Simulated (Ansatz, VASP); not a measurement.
# Mo in VASP and in Ansatz

```
CELL_PARAMETERS angstrom
-1.58381 1.58381 1.58381
1.58381 -1.58381 1.58381
1.58381 1.58381 -1.58381
ATOMIC_POSITIONS crystal
Mo 0.00000 0.00000 0.00000
```

Alike in both runs: functional RPBE; k mesh 12 × 12 × 12; occupations fermi-dirac, width 0.05 eV; no spin polarisation.

|  | VASP | Ansatz |
| --- | --- | --- |
| version | VASP 6.6.1 | Ansatz 0.2.0 |
| potentials or method | VASP PAW PBE potentials, release 64 (Mo_sv) | Ansatz PAW |
| plane-wave cutoff (eV) | 520 | 420 |
| valence electrons in the cell | 14 | 14 |
| task | single point | band structure |

|  | VASP | Ansatz | Ansatz less VASP |
| --- | --- | --- | --- |
| gap on the k mesh at the Fermi level (eV) | none | none | - |
| pressure (GPa) | 2.1 | 1.6 | -0.51 |

VASP's potentials were made for PBE, not for RPBE. A gap of «none» marks a metal or a gap that the smearing closes. With one functional, cell and mesh, what is left measures potentials, basis and numerics.
